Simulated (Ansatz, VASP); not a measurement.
# SnGe2: VASP beside Ansatz

```
Sn Ge
1.0
     0.00000    5.10416    4.38725
     2.83292    0.00000    4.38725
     2.83292    5.10416    0.00000
Sn Ge
2 4
Direct
  0.00000 0.00000 0.00000
  0.25000 0.25000 0.25000
  0.65653 0.65653 0.34347
  0.34347 0.34347 0.65653
  0.59347 0.59347 0.90653
  0.90653 0.90653 0.59347
```

Alike in both runs: functional PBEsol; k mesh 8 × 8 × 8; occupations gaussian, width 0.1 eV; no spin polarisation.

Ansatz relaxed the structure, and its values are those at the end. VASP's run is a single point on that final structure, the one shown.

```csv
,VASP,Ansatz
version,VASP 6.6.1,Ansatz 0.2.0
potentials or method,"VASP PAW PBE potentials, release 64 (Sn_d, Ge_d), cutoff 520 eV","scalar-relativistic, plane waves, PAW"
valence electrons in the cell,84,84
```

|  | VASP | Ansatz | Ansatz less VASP |
| --- | --- | --- | --- |
| gap on the k mesh at the Fermi level (eV) | none | none | - |
| pressure (GPa) | -0.1 | -0.1 | +0.04 |

VASP's potentials were made for PBE, not for PBEsol. A gap of «none» marks a metal or a gap that the smearing closes.
